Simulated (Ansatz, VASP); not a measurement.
**One calculation of Zr, two programs**

```xyz
2
Lattice="0.0000 3.0812 3.0812 3.0812 0.0000 3.0812 3.0812 3.0812 0.0000" Properties=species:S:1:pos:R:3 pbc="T T T"
Zr   -0.7703   -0.7703   -0.7703
Zr    0.7703    0.7703    0.7703
```

Alike in both runs: task relaxation of cell and atoms; functional PBE; k mesh 11 × 11 × 11; occupations fermi-dirac, width 0.08 eV; no spin polarisation.

```csv
,VASP,Ansatz
version,VASP 6.6.1,Ansatz 0.2.0
potentials or method,"VASP PAW PBE potentials, release 64 (Zr_sv)","PAW with Ansatz's default frozen-core files, scalar-relativistic"
plane-wave cutoff (eV),600,420
valence electrons in the cell,24,24
```

```tsv
	VASP	Ansatz	Ansatz less VASP
relaxed volume (Å³/atom)	31.06	31.00	-0.065
relaxed length of the cell vector where the two differ most in proportion (Å)	4.445	4.442	-0.0031
```
